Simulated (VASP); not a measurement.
Write the native input for VASP 6.6.1 that does the following.

- Task: single point
- Functional: PBEsol
- Potentials or basis: VASP PAW PBE potentials, release 64 (Te, As)
- Cutoff: 520 eV
- k mesh: 4 × 4 × 4
- Occupations: gaussian, width 0.1 eV
- Spin: no spin polarisation
- Dipole correction: no
- Further INCAR settings: ALGO = Normal; EDIFF = 1e-06; NBANDS = 25

The structure of TeAs2 lies in POSCAR:

```
TeAs2
1.0
   -3.5564540000      3.5564540000      2.9405160000
    3.5564540000     -3.5564540000      2.9405160000
    3.5564540000      3.5564540000     -2.9405160000
Te As
2 4
Direct
    0.7500000000      0.2500000000      0.5000000000
    0.0000000000      0.0000000000      0.0000000000
    0.3750000000      0.6250000000      0.2500000000
    0.3750000000      0.1250000000      0.7500000000
    0.3750000000      0.6250000000      0.7500000000
    0.8750000000      0.6250000000      0.2500000000
```

One way to write it, as run:

INCAR

```
ALGO = Normal ; EDIFF = 1E-6
ENCUT = 520 ; GGA = PS
ISIF = 2 ; ISMEAR = 0
LASPH = True ; LCHARG = True
LELF = True ; LREAL = False
LVHAR = True ; LWAVE = False
NBANDS = 25 ; NELM = 80
PREC = Accurate ; SIGMA = 0.1
```

KPOINTS

```
k-points
0
Gamma
  4 4 4
```

Potentials or basis: VASP PAW PBE potentials, release 64 (Te, As).

The run is started by

```bash
$ cat potpaw_PBE.64/Te/POTCAR potpaw_PBE.64/As/POTCAR > POTCAR
$ mpirun -np 1 vasp_std > vasp.out
```

Results of the run:

| Item | Value |
| --- | --- |
| Pressure | -4.4 GPa |
| Band gap on the k mesh | zero (bands 16 and 17 overlap by 0.50 eV) |

Caveat: the cell stands under tension; the PAW data sets were made with another functional, which shifts forces and pressure a little; spin-orbit coupling is left out, which moves the levels of the heavy elements.

Wall time 100 s on 1 thread of Intel Xeon 8259CL, on a shared host, peak memory 0.32 GiB.
